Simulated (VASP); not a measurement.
Crystal: CdS.

```xyz
4
Lattice="3.8410 0.0000 0.0000 -1.9205 3.3264 0.0000 0.0000 0.0000 6.4453" Properties=species:S:1:pos:R:3 pbc="T T T"
Cd    0.0000    0.0000    0.0000
Cd    0.0000    0.0000    3.2226
S     0.0000    2.2176    1.6113
S     1.9205    1.1088    4.8340
```

Base run:

| Property | Result |
| --- | --- |
| Program | VASP 6.6.1 |
| Functional | PBE |
| Potentials or basis | VASP PAW PBE potentials, release 64 (Cd, S) |
| Cutoff | 520 eV |
| k mesh | 12 × 12 × 4 |
| Occupations | gaussian, width 0.01 eV |
| Spin | no spin polarisation |

Its results: band gap on the k mesh 0.64 eV; pressure 2.2 GPa.

Problem. The run is repeated on the same cell with these changes: functional from PBE to r2SCAN. What comes out?

Solution. Band gap on the k mesh 1.24 eV; pressure 0.5 GPa.

Caveats: the PAW data sets were made with another functional, which shifts forces and pressure a little (at least some runs).

A k mesh can miss the band edges.
